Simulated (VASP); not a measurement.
A run of VASP 6.6.1 is set up as follows.

The input INCAR:

```
SYSTEM = InSbMoO6
  ALGO = Normal
  EDIFF = 1E-6
  ENCUT = 520
  GGA = PS
  ISIF = 2
  ISMEAR = 0
  LASPH = .True.
  LCHARG = .True.
  LELF = .True.
  LREAL = Auto
  LVHAR = .True.
  LWAVE = .False.
  NBANDS = 83
  NELM = 100
  PREC = Accurate
  SIGMA = 0.1
```

The input KPOINTS:

```
k-points
0
Gamma
  4 4 2
  0 0 0
```

POSCAR

```
InSbMoO6
1.0
    5.1514518417      0.0000000000      0.0000000000
    0.0000000000      5.3546354895      0.0000000000
    0.0000000000      0.0000000000      8.9656151842
In Sb Mo O
2 2 2 12
Direct
    0.0000000000      0.5000000000      0.5223791355
    0.5000000000      0.0000000000      0.4776208645
    0.0000000000      0.0000000000      0.7680724542
    0.5000000000      0.5000000000      0.2319275458
    0.5000000000      0.5000000000      0.8058051939
    0.0000000000      0.0000000000      0.1941948061
    0.2203631497      0.1847089121      0.6126216750
    0.7796368503      0.8152910879      0.6126216750
    0.7203631497      0.3152910879      0.3873783250
    0.2796368503      0.6847089121      0.3873783250
    0.2505600483      0.6833056076      0.7033880619
    0.7494399517      0.3166943924      0.7033880619
    0.7505600483      0.8166943924      0.2966119381
    0.2494399517      0.1833056076      0.2966119381
    0.3446544536      0.2954191196      0.9231075316
    0.6553455464      0.7045808804      0.9231075316
    0.8446544536      0.2045808804      0.0768924684
    0.1553455464      0.7954191196      0.0768924684
```

Potentials or basis: VASP PAW PBE potentials, release 64 (In_d, Sb, Mo_sv, O).

Launch:

```sh
$ cat potpaw_PBE.64/In_d/POTCAR potpaw_PBE.64/Sb/POTCAR potpaw_PBE.64/Mo_sv/POTCAR potpaw_PBE.64/O/POTCAR > POTCAR
$ mpirun -np 1 vasp_std > vasp.out
```

Q: Estimate the band gap on the k mesh.

A: 2.40 eV (least direct gap 2.69 eV).

Q: What does it give for the pressure?

A: 0.2 GPa.

Q: What does it give for the largest force?

A: 0.133 eV/Å.

Forces in eV/Å, atoms in the order of the input:
```
In   0.000  0.000 -0.012
In   0.000  0.000  0.012
Sb   0.000  0.000  0.108
Sb   0.000  0.000 -0.108
Mo   0.000  0.000 -0.116
Mo   0.000  0.000  0.116
O    0.018  0.016 -0.021
O   -0.018 -0.016 -0.021
O    0.018 -0.016  0.021
O   -0.018  0.016  0.021
O   -0.059  0.066  0.006
O    0.059 -0.066  0.006
O   -0.059 -0.066 -0.006
O    0.059  0.066 -0.006
O   -0.070 -0.089  0.070
O    0.070  0.089  0.070
O   -0.070  0.089 -0.070
O    0.070 -0.089 -0.070
```

Caveat: the PAW data sets were made with another functional, which shifts forces and pressure a little; spin-orbit coupling is left out, which moves the levels of the heavy elements. A k mesh can miss the band edges.
